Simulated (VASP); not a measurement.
# Al (Fmmm) in VASP: further runs

The runs below take Al through single point, with PBE.

Program: VASP 6.6.1. These are calculated values, not measurements. Logs are shortened: lines on timing, memory, paths and dates and some standing lists are left out, and cuts for length are marked.

**1. The cell of the first run**

The structure is orthorhombic, space group Fmmm (No. 69). The conventional cell has a = 4.018 Å, b = 4.048 Å, c = 4.078 Å, α = 90.00°, β = 90.00°, γ = 90.00°. Within 3.8 Å of Al (site symmetry mmm) lie 12 Al at 2.85 to 2.87 Å.

**2. Single point, PBE (strain +0.0075 x Voigt [1, -1, 0, 0, 0, 0])**

INCAR reads:

```
  PREC = Accurate
  ENCUT = 520
  EDIFF = 1E-6
  ISMEAR = 0
  SIGMA = 0.15
  LREAL = False
  LASPH = True
  NELM = 100
  ALGO = Fast
  ISIF = 2
  LWAVE = False
  LCHARG = False
  GGA = PE
  NBANDS = 8
```

KPOINTS reads:

```
Automatic mesh
0
Gamma
  20 20 20
```

POSCAR reads:

```
Al
1.0
    0.0000000000      2.0088001500      2.0239800000
    2.0391598500      0.0000000000      2.0239800000
    2.0391598500      2.0088001500      0.0000000000
Al
1
Direct
    0.0000000000      0.0000000000      0.0000000000
```

Potentials or basis: VASP PAW PBE potentials, release 64 (Al).

Run with:

```
> cat potpaw_PBE.64/Al/POTCAR > POTCAR
> mpirun -np 1 vasp_std > vasp.out
```

OUTCAR:

```text
PREC = Accurate
   ENCUT = 520
   EDIFF = 1E-6
   ISMEAR = 0
   LREAL = False
   LASPH = True
   NELM = 100
   ISIF = 2
   GGA = PE

 ion  position               nearest neighbor table
   1  0.000  0.000  0.000-

  LATTYP: Found a face centered orthorhombic cell.
 ALAT       =     4.0176003000
 B/A-ratio  =     1.0075566751
 C/A-ratio  =     1.0151133501

  Lattice vectors:

 A1 = (  -2.0391598500,   0.0000000000,  -2.0239800000)
 A2 = (  -2.0391598500,   2.0088001500,   0.0000000000)
 A3 = (   0.0000000000,   2.0088001500,  -2.0239800000)

Analysis of symmetry for initial positions (statically):
=====================================================================
 Subroutine PRICEL returns:
 Original cell was already a primitive cell.

 Routine SETGRP: Setting up the symmetry group for a
 face centered orthorhombic supercell.

 Subroutine GETGRP returns: Found  8 space group operations
 (whereof  8 operations were pure point group operations)
 out of a pool of  8 trial point group operations.

The static configuration has the point symmetry D_2h.

Analysis of symmetry for dynamics (positions and initial velocities):
=====================================================================
 Subroutine PRICEL returns:
 Original cell was already a primitive cell.

 Routine SETGRP: Setting up the symmetry group for a
 face centered orthorhombic supercell.

 Subroutine GETGRP returns: Found  8 space group operations
 (whereof  8 operations were pure point group operations)
 out of a pool of  8 trial point group operations.

The dynamic configuration has the point symmetry D_2h.

 Subroutine INISYM returns: Found  8 space group operations
 (whereof  8 operations are pure point group operations),
 and found     1 'primitive' translations

----------------------------------------------------------------------------------------

                                     Primitive cell

  volume of cell :      16.5815

  direct lattice vectors                    reciprocal lattice vectors
     0.000000000  2.008800150  2.023980000    -0.245199022  0.248904800  0.247038014
     2.039159850  0.000000000  2.023980000     0.245199022 -0.248904800  0.247038014
     2.039159850  2.008800150  0.000000000     0.245199022  0.248904800 -0.247038014

  length of vectors
     2.851626393  2.873093791  2.862420468     0.427906462  0.427906462  0.427906462

  position of ions in fractional coordinates (direct lattice)
     0.000000000  0.000000000  0.000000000

  ion indices of the primitive-cell ions
   primitive index   ion index
                 1           1

----------------------------------------------------------------------------------------

 KPOINTS: Automatic mesh

Automatic generation of k-mesh.
 Grid dimensions read from file:
 generate k-points for:   20   20   20

 Generating k-lattice:

  Cartesian coordinates                     Fractional coordinates (reciprocal lattice)
    -0.012259951  0.012445240  0.012351901     0.050000000 -0.000000000 -0.000000000
     0.012259951 -0.012445240  0.012351901     0.000000000  0.050000000  0.000000000
     0.012259951  0.012445240 -0.012351901     0.000000000  0.000000000  0.050000000

  Length of vectors
     0.021395323  0.021395323  0.021395323

  Shift w.r.t. Gamma in fractional coordinates (k-lattice)
     0.000000000  0.000000000  0.000000000

 Subroutine IBZKPT returns following result:
 ===========================================

 Found   1166 irreducible k-points:

 Following reciprocal coordinates:
            Coordinates               Weight
  0.000000  0.000000  0.000000      1.000000
  0.050000  0.000000  0.000000      8.000000
  0.100000  0.000000  0.000000      8.000000
  0.150000  0.000000  0.000000      8.000000
  0.200000  0.000000  0.000000      8.000000
  0.250000  0.000000  0.000000      8.000000
[... 16 lines left out ...]
 -0.400000  0.050000 -0.000000      8.000000
 -0.350000  0.050000 -0.000000      8.000000
 [... further k-points ...]
   k-points           NKPTS =   1166   k-points in BZ     NKDIM =   1166   number of bands    NBANDS=      8
   number of dos      NEDOS =    301   number of ions     NIONS =      1
   total plane-waves  NPLWV =  13824
   dimension x,y,z NGX =    24 NGY =   24 NGZ =   24
   dimension x,y,z NGXF=    48 NGYF=   48 NGZF=   48
   ions per type =               1
   NGX,Y,Z   is equivalent  to a cutoff of  13.99, 13.89, 13.94 a.u.
   NGXF,Y,Z  is equivalent  to a cutoff of  27.98, 27.77, 27.88 a.u.
 SYSTEM =  unknown system
   PREC   = accura    normal or accurate (medium, high low for compatibility)
   ISTART =      0    job   : 0-new  1-cont  2-samecut
   ICHARG =      2    charge: 1-file 2-atom 10-const
   ISPIN  =      1    spin polarized calculation?
   LNONCOLLINEAR =      F non collinear calculations
   LSORBIT =      F    spin-orbit coupling
   LASPH  =      T    aspherical Exc in radial PAW
   ENCUT  =  520.0 eV  38.22 Ry    6.18 a.u.   5.30  5.34  5.32*2*pi/ulx,y,z
   NELM   =    100;   NELMIN=  2; NELMDL= -5     # of ELM steps
   EDIFF  = 0.1E-05   stopping-criterion for ELM
   LREAL  =      F    real-space projection
   EDIFFG = 0.1E-04   stopping-criterion for IOM
   NSW    =      0    number of steps for IOM
   IBRION =     -1    ionic relax: 0-MD 1-quasi-New 2-CG
   NFREE  =      0    steps in history (QN), initial steepest desc. (CG)
   ISIF   =      2    stress and relaxation
   ISYM   =      2    0-nonsym 1-usesym 2-fastsym
   POTIM  = 0.5000    time-step for ionic-motion
   TEBEG  =    0.0;   TEEND  =   0.0 temperature during run
   PSTRESS=    0.0 pullay stress
   NELECT =       3.0000    total number of electrons
   NUPDOWN=      -1.0000    fix difference up-down
   EMIN   =  10.00;   EMAX   =-10.00  energy-range for DOS
   EFERMI =   0.00;   METHOD = LEGACY
   ISMEAR =     0;   SIGMA  =   0.15  broadening in eV -4-tet -1-fermi 0-gaus
   EFERMI_NEDOS =   21; number of points for ismear=-14 and -15
   IALGO  =     68    algorithm
   IMIX   =      4    mixing-type and parameters
     AMIX     =   0.40;   BMIX     =  1.00
     AMIX_MAG =   1.60;   BMIX_MAG =  1.00
  volume/ion in A,a.u.               =      16.58       111.90
  Fermi-wavevector in a.u.,A,eV,Ry     =   0.925921  1.749737 11.664674  0.857329
  Thomas-Fermi vector in A             =   2.051827
   LORBIT       =      0    0 simple, 1 ext, 2 COOP (PROOUT), +10 PAW based schemes
   GGA     = PE    functional components
   LHFCALC =     F    Hartree Fock is set to
   AEXX    =    0.0000 exact exchange contribution
   IVDW    =     0    specifies the selected vdW correction
   LEPSILON=     F    determine dielectric tensor
   LRPA    =     F    only Hartree local field effects (RPA)
 non-spin polarized calculation
 RMM-DIIS sequential band-by-band and
 Gauss-broadening in eV      SIGMA  =   0.15
  energy-cutoff  :      520.00
  volume of cell :       16.58
 maximum number of plane-waves:       459
 NGX is ok and might be reduce to    24
   NGX = 11   NGY = 11   NGZ = 11

 number of electron       3.0000000 magnetization

 Free energy of the ion-electron system (eV)
  ---------------------------------------------------
  ext. energy  EPLUGINS =         0.00000000
  ---------------------------------------------------
  free energy    TOTEN  =        -3.74752527 eV

  energy without entropy =       -3.74273874  energy(sigma->0) =       -3.74513200

 E-fermi :   7.9893     XC(G=0): -10.1790

 val. band max:        7.9786770180   @ k =   0.5000  -0.2000   0.3000
 cond. band min:       7.9943193702   @ k =  -0.3000   0.3000   0.4000
 fundamental gap:      0.0156423522
 Fermi energy:         7.9893161102

 k-point     1 :       0.0000    0.0000    0.0000
  band No.  band energies     occupation
      1      -3.1518      2.00000
      2      20.4611      0.00000
      3      20.5429      0.00000
      4      20.6235      0.00000
      5      21.9726      0.00000
      6      21.9967      0.00000
      7      22.0191      0.00000
      8      24.3810      0.00000

 k-point     2 :       0.0500    0.0000    0.0000
  band No.  band energies     occupation
      1      -3.0841      2.00000
      2      19.2298      0.00000
      3      20.2289      0.00000
      4      20.3230      0.00000
      5      22.3552      0.00000
      6      22.3799      0.00000
      7      22.5428      0.00000
      8      25.0995      0.00000

 k-point     3 :       0.1000    0.0000    0.0000
  band No.  band energies     occupation
      1      -2.8810      2.00000
      2      17.2529      0.00000
      3      19.7578      0.00000
      4      19.8653      0.00000
      5      22.6645      0.00000
      6      23.1199      0.00000
      7      23.1403      0.00000
      8      25.7874      0.00000

 k-point     4 :       0.1500    0.0000    0.0000
  band No.  band energies     occupation
      1      -2.5432      2.00000
      2      15.2360      0.00000
      3      19.3224      0.00000
      4      19.4507      0.00000
      5      22.5432      0.00000
      6      23.7987      0.00000
      7      23.9067      0.00000
      8      25.0803      0.00000

 k-point     5 :       0.2000    0.0000    0.0000
  band No.  band energies     occupation
      1      -2.0716      2.00000
      2      13.2679      0.00000
      3      18.9757      0.00000
      4      19.1276      0.00000
      5      22.3831      0.00000
      6      23.3265      0.00000
      7      23.7321      0.00000
      8      25.6075      0.00000
[... 177 lines left out ...]
 k-point    22 :      -0.4500    0.0500   -0.0000
  band No.  band energies     occupation
      1       2.6895      2.00000
      2       4.4297      2.00000
      3      17.6377      0.00000
      4      18.6068      0.00000
      5      20.0394      0.00000
      6      20.1976      0.00000
      7      23.3609      0.00000
      8      24.1876      0.00000

 k-point    23 :      -0.4000    0.0500   -0.0000
  band No.  band energies     occupation
      1       1.5373      2.00000
      2       5.8593      2.00000
      3      17.3787      0.00000
      4      19.1192      0.00000
      5      19.9460      0.00000
      6      20.5817      0.00000
      7      23.0466      0.00000
      8      24.7516      0.00000

 k-point    24 :      -0.3500    0.0500   -0.0000
  band No.  band energies     occupation
      1       0.5060      2.00000
      2       7.4049      2.00000
      3      17.2366      0.00000
      4      19.6786      0.00000
      5      19.8762      0.00000
      6      21.2307      0.00000
      7      22.8462      0.00000
      8      25.4128      0.00000

 [... further k-points ...]

------------------------ aborting loop because EDIFF is reached ----------------------------------------

  FORCE on cell =-STRESS in cart. coord.  units (eV):
  Direction    XX          YY          ZZ          XY          YZ          ZX
  --------------------------------------------------------------------------------------
  -------------------------------------------------------------------------------------
  Total       -0.0623597     -0.0379072     -0.0384452      0.0000000     -0.0000000      0.0000000
  in kB       -6.0254664     -3.6627588     -3.7147390      0.0000000     -0.0000000      0.0000000
  external PRESSURE =      -4.4676548 kB  Pullay stress =       0.0000000 kB

 VOLUME and BASIS-vectors are now :
 -----------------------------------------------------------------------------
  energy-cutoff  :      520.00
  volume of cell :       16.58
      direct lattice vectors                 reciprocal lattice vectors
     0.000000000  2.008800150  2.023980000    -0.245199022  0.248904800  0.247038014
     2.039159850  0.000000000  2.023980000     0.245199022 -0.248904800  0.247038014
     2.039159850  2.008800150  0.000000000     0.245199022  0.248904800 -0.247038014

 POSITION                                       TOTAL-FORCE (eV/Angst)
 -----------------------------------------------------------------------------------
      0.00000      0.00000      0.00000         0.000000      0.000000      0.000000
 -----------------------------------------------------------------------------------
    total drift:                               -0.000000      0.000000      0.000000

  FREE ENERGIE OF THE ION-ELECTRON SYSTEM (eV)
  ---------------------------------------------------
  free  energy   TOTEN  =        -3.7475252665 eV

  energy  without entropy=       -3.7427387427  energy(sigma->0) =       -3.74513200
```

Run time: 62 s. Hardware: 1 thread of Intel Xeon 6975P-C, shared host; peak memory 0.24 GiB.

Results:

- Free energy: -3.7475 eV
- Pressure: -0.4 GPa

Stress tensor (GPa, compression positive):
```
-0.60  0.00  0.00
 0.00 -0.37  0.00
 0.00  0.00 -0.37
```

Levels at points of the mesh, in eV from the Fermi level:
| k point | band 1 | band 2 | band 3 | band 4 |
| --- | --- | --- | --- | --- |
| (0.00, 0.00, 0.00) | -11.14 | 12.47 | 12.55 | 12.63 |
| (0.50, 0.00, 0.00) | -4.61 | -4.41 | 11.15 | 11.25 |
| (0.50, 0.50, 0.00) | -2.95 | -1.64 | 5.22 | 5.48 |
| (0.50, 0.00, 0.50) | -2.84 | -1.49 | 5.13 | 5.37 |
| (0.00, 0.50, 0.50) | -3.06 | -1.79 | 5.30 | 5.64 |

Caveat: the cell differs from its parent crystal (strain +0.0075 x Voigt [1, -1, 0, 0, 0, 0]).

**3. Single point, PBE (strain +0.0025 x Voigt [1, -1, 0, 0, 0, 0])**

INCAR reads:

```
PREC = Accurate
ENCUT = 520
EDIFF = 1E-6
ISMEAR = 0
SIGMA = 0.15
LREAL = False
LASPH = True
NELM = 60
ALGO = Fast
ISIF = 2
LWAVE = False
LCHARG = False
GGA = PE
NBANDS = 8
```

KPOINTS is that of step 2.

POSCAR reads:

```
Al
1.0
    0.0000000000      2.0189200500      2.0239800000
    2.0290399500      0.0000000000      2.0239800000
    2.0290399500      2.0189200500      0.0000000000
Al
1
Direct
    0.0000000000      0.0000000000      0.0000000000
```

Potentials or basis: VASP PAW PBE potentials, release 64 (Al).

Run with:

```
> cat potpaw_PBE.64/Al/POTCAR > POTCAR
> mpirun -np 1 vasp_std > vasp.out
```

OUTCAR:

```text
PREC = Accurate
   ENCUT = 520
   EDIFF = 1E-6
   ISMEAR = 0
   LREAL = False
   LASPH = True
   NELM = 60
   ISIF = 2
   GGA = PE

 ion  position               nearest neighbor table
   1  0.000  0.000  0.000-

  LATTYP: Found a face centered orthorhombic cell.
 ALAT       =     4.0378401000
 B/A-ratio  =     1.0025062657
 C/A-ratio  =     1.0050125313

  Lattice vectors:

 A1 = (  -2.0290399500,   0.0000000000,  -2.0239800000)
 A2 = (  -2.0290399500,   2.0189200500,   0.0000000000)
 A3 = (   0.0000000000,   2.0189200500,  -2.0239800000)

Analysis of symmetry for initial positions (statically):
=====================================================================
 Subroutine PRICEL returns:
 Original cell was already a primitive cell.

 Routine SETGRP: Setting up the symmetry group for a
 face centered orthorhombic supercell.

 Subroutine GETGRP returns: Found  8 space group operations
 (whereof  8 operations were pure point group operations)
 out of a pool of  8 trial point group operations.

The static configuration has the point symmetry D_2h.

Analysis of symmetry for dynamics (positions and initial velocities):
=====================================================================
 Subroutine PRICEL returns:
 Original cell was already a primitive cell.

 Routine SETGRP: Setting up the symmetry group for a
 face centered orthorhombic supercell.

 Subroutine GETGRP returns: Found  8 space group operations
 (whereof  8 operations were pure point group operations)
 out of a pool of  8 trial point group operations.

The dynamic configuration has the point symmetry D_2h.

 Subroutine INISYM returns: Found  8 space group operations
 (whereof  8 operations are pure point group operations),
 and found     1 'primitive' translations

----------------------------------------------------------------------------------------
[... 113 lines left out ...]
  Fermi-wavevector in a.u.,A,eV,Ry     =   0.925905  1.749707 11.664285  0.857301
  Thomas-Fermi vector in A             =   2.051810
   LORBIT       =      0    0 simple, 1 ext, 2 COOP (PROOUT), +10 PAW based schemes
   GGA     = PE    functional components
   LHFCALC =     F    Hartree Fock is set to
   AEXX    =    0.0000 exact exchange contribution
   IVDW    =     0    specifies the selected vdW correction
   LEPSILON=     F    determine dielectric tensor
   LRPA    =     F    only Hartree local field effects (RPA)
 non-spin polarized calculation
 RMM-DIIS sequential band-by-band and
 Gauss-broadening in eV      SIGMA  =   0.15
  energy-cutoff  :      520.00
  volume of cell :       16.58
 maximum number of plane-waves:       460
 NGX is ok and might be reduce to    24
   NGX = 11   NGY = 11   NGZ = 11

 number of electron       3.0000000 magnetization

 Free energy of the ion-electron system (eV)
  ---------------------------------------------------
  ext. energy  EPLUGINS =         0.00000000
  ---------------------------------------------------
  free energy    TOTEN  =        -3.74756810 eV

  energy without entropy =       -3.74260139  energy(sigma->0) =       -3.74508474

 E-fermi :   7.9912     XC(G=0): -10.1788

 val. band max:        7.9877265367   @ k =  -0.3000   0.2000   0.5000
 cond. band min:       8.0006460852   @ k =   0.4500  -0.1000   0.3500
 fundamental gap:      0.0129195485
 Fermi energy:         7.9911968744

 k-point     1 :       0.0000    0.0000    0.0000
  band No.  band energies     occupation
      1      -3.1520      2.00000
      2      20.5127      0.00000
      3      20.5398      0.00000
      4      20.5668      0.00000
      5      21.9862      0.00000
      6      21.9940      0.00000
      7      22.0016      0.00000
      8      24.3777      0.00000
[... 243 lines left out ...]
 k-point    24 :      -0.3500    0.0500    0.0000
  band No.  band energies     occupation
      1       0.5054      2.00000
      2       7.4038      2.00000
      3      17.2371      0.00000
      4      19.7085      0.00000
      5      19.8936      0.00000
      6      21.1863      0.00000
      7      22.8337      0.00000
      8      25.4080      0.00000

 [... further k-points ...]

------------------------ aborting loop because EDIFF is reached ----------------------------------------

  FORCE on cell =-STRESS in cart. coord.  units (eV):
  Direction    XX          YY          ZZ          XY          YZ          ZX
  --------------------------------------------------------------------------------------
  -------------------------------------------------------------------------------------
  Total       -0.0478143     -0.0475221     -0.0464673      0.0000000      0.0000000      0.0000000
  in kB       -4.6197895     -4.5915600     -4.4896421      0.0000000      0.0000000      0.0000000
  external PRESSURE =      -4.5669972 kB  Pullay stress =       0.0000000 kB

 VOLUME and BASIS-vectors are now :
 -----------------------------------------------------------------------------
  energy-cutoff  :      520.00
  volume of cell :       16.58
      direct lattice vectors                 reciprocal lattice vectors
     0.000000000  2.018920050  2.023980000    -0.246421959  0.247657157  0.247038014
     2.029039950  0.000000000  2.023980000     0.246421959 -0.247657157  0.247038014
     2.029039950  2.018920050  0.000000000     0.246421959  0.247657157 -0.247038014

 POSITION                                       TOTAL-FORCE (eV/Angst)
 -----------------------------------------------------------------------------------
      0.00000      0.00000      0.00000         0.000000      0.000000      0.000000
 -----------------------------------------------------------------------------------
    total drift:                               -0.000000      0.000000     -0.000000

  FREE ENERGIE OF THE ION-ELECTRON SYSTEM (eV)
  ---------------------------------------------------
  free  energy   TOTEN  =        -3.7475680960 eV

  energy  without entropy=       -3.7426013889  energy(sigma->0) =       -3.74508474
```

Run time: 60 s. Hardware: 1 thread of Intel Xeon 6975P-C, shared host; peak memory 0.25 GiB.

Results:

```yaml
Free_energy: -3.7476 eV
Pressure: -0.5 GPa
```

Caveat: the cell differs from its parent crystal (strain +0.0025 x Voigt [1, -1, 0, 0, 0, 0]).
